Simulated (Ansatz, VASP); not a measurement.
Two plane-wave programs on KTaO3

INCAR

```
SYSTEM = KTaO3
ALGO     = Normal         ! electronic algorithm
EDIFF    = 1E-6           ! SCF threshold, eV
ENCUT    = 520            ! plane-wave cutoff, eV
GGA      = PS             ! functional
ISIF     = 2              ! what is computed and relaxed
ISMEAR   = 0              ! smearing method
LASPH    = .TRUE.         ! aspherical terms in the spheres
LCHARG   = .TRUE.         ! write CHGCAR
LELF     = .TRUE.         ! ELF
LREAL    = .FALSE.        ! projectors in reciprocal space
LVHAR    = .TRUE.       
LWAVE    = .FALSE.        ! write WAVECAR
NBANDS   = 27             ! bands
NELM     = 100            ! most SCF steps
PREC     = Accurate       ! precision mode
SIGMA    = 0.05           ! smearing width, eV
```

Contents of KPOINTS:

```
k-points
0
G
  8 8 8
  0 0 0
```

File POSCAR:

```
KTaO3
1.0
    3.9853580911      0.0000000000      0.0000000000
    0.0000000000      3.9853580911      0.0000000000
    0.0000000000      0.0000000000      4.2045527861
K Ta O
1 1 3
Direct
    0.5000000000      0.5000000000      0.5000000000
    0.0000000000      0.0000000000      0.0000000000
    0.5000000000      0.0000000000      0.0000000000
    0.0000000000      0.5000000000      0.0000000000
    0.0000000000      0.0000000000      0.5000000000
```

Input for Ansatz:

```yaml
crystal:
  lattice:
    - [3.9853580911, 0.0, 0.0]
    - [0.0, 3.9853580911, 0.0]
    - [0.0, 0.0, 4.2045527861]
  atoms:
    - { symbol: K, position: [0.5, 0.5, 0.5] }
    - { symbol: Ta, position: [0.0, 0.0, 0.0] }
    - { symbol: O, position: [0.5, 0.0, 0.0] }
    - { symbol: O, position: [0.0, 0.5, 0.0] }
    - { symbol: O, position: [0.0, 0.0, 0.5] }
basis:
  ecutwfc: 520.0
kpoints:
  mp_grid: { grid: [8, 8, 8] }
hamiltonian:
  xc: pbesol
  pseudopotentials: { kind: paw }
scf:
  occupations: { method: gaussian, width: 0.05 }
output:
  forces: true
  stress: true
  eigenvalues: true
  write_density: true
  write_potential: true
  elf: true
  volumetric_format: npy
```

Change from the starting cell: normal strain along x +0.0000, normal strain along z +0.0550.

Alike in both runs: task single point; functional PBEsol; k mesh 8 × 8 × 8; occupations gaussian, width 0.05 eV; no spin polarisation.

```csv
,VASP,Ansatz
version,VASP 6.6.1,Ansatz 0.2.0
potentials or method,"VASP PAW PBE potentials, release 64 (K_sv, Ta_pv, O), cutoff 520 eV","scalar-relativistic, plane waves, PAW"
valence electrons in the cell,38,40
```

```tsv
	VASP	Ansatz	Ansatz less VASP
gap on the k mesh at the Fermi level (eV)	1.92	1.96	+0.041
least direct gap on the mesh (eV)	2.49	2.53	+0.035
pressure (GPa)	-8.1	-8.7	-0.57
traceless stress, the component that is largest in VASP (GPa)	-10.11	-9.93	+0.180
```

VASP's potentials were made for PBE, not for PBEsol. With one functional, cell and mesh, what is left measures potentials, basis and numerics. VASP's potentials hold 38 valence electrons a cell and Ansatz's 40, so a difference there can come from the potentials and not from the codes.

Neither program's run includes spin-orbit coupling.
